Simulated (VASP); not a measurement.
Write the native input for VASP 6.6.1 that does the following.

```yaml
Task: single point
Functional: LDA
Potentials_or_basis: VASP PAW LDA potentials, release 64 (Na_pv)
Cutoff: 520 eV
k_mesh: 11 × 11 × 11
Occupations: fermi-dirac, width 0.1 eV
Spin: no spin polarisation
Dipole_correction: no
Further_INCAR_settings: ALGO = Normal; EDIFF = 1e-07; NBANDS = 10
```

The structure of Na lies in POSCAR:

```
Na
1.0
    3.3429162886      0.0000000000      0.0000000000
    0.0000000000      3.3429162886      0.0000000000
    0.0000000000      0.0000000000      3.3429162886
Na
1
Direct
    0.0000000000      0.0000000000      0.0000000000
```

This cell differs from its parent crystal: volume scaled by 1.04.

The input as run:

INCAR

```
SYSTEM = Na
PREC     = Accurate       ! precision mode
ENCUT    = 520            ! plane-wave cutoff, eV
EDIFF    = 1E-7           ! SCF threshold, eV
ISMEAR   = -1             ! smearing method
SIGMA    = 0.1            ! smearing width, eV
LREAL    = .FALSE.        ! projectors in reciprocal space
LASPH    = .TRUE.         ! aspherical terms in the spheres
NELM     = 80             ! most SCF steps
ALGO     = Normal         ! electronic algorithm
ISIF     = 2              ! what is computed and relaxed
LWAVE    = .FALSE.        ! write WAVECAR
LCHARG   = .FALSE.        ! write CHGCAR
NBANDS   = 10             ! bands
```

KPOINTS

```
Automatic mesh
0
G
  11 11 11
  0 0 0
```

Potentials or basis: VASP PAW LDA potentials, release 64 (Na_pv).

Launch:

```bash
$ cat potpaw_LDA.64/Na_pv/POTCAR > POTCAR
$ mpirun -np 1 vasp_std > vasp.out
```

Results of the run:

```yaml
Pressure: -0.3 GPa
```

Run time: 12 s on 1 thread of Intel(R) Xeon(R) Platinum 8259CL CPU @ 2.50GHz (Skylake/Cascade Lake) (shared host), peak memory 0.14 GiB.
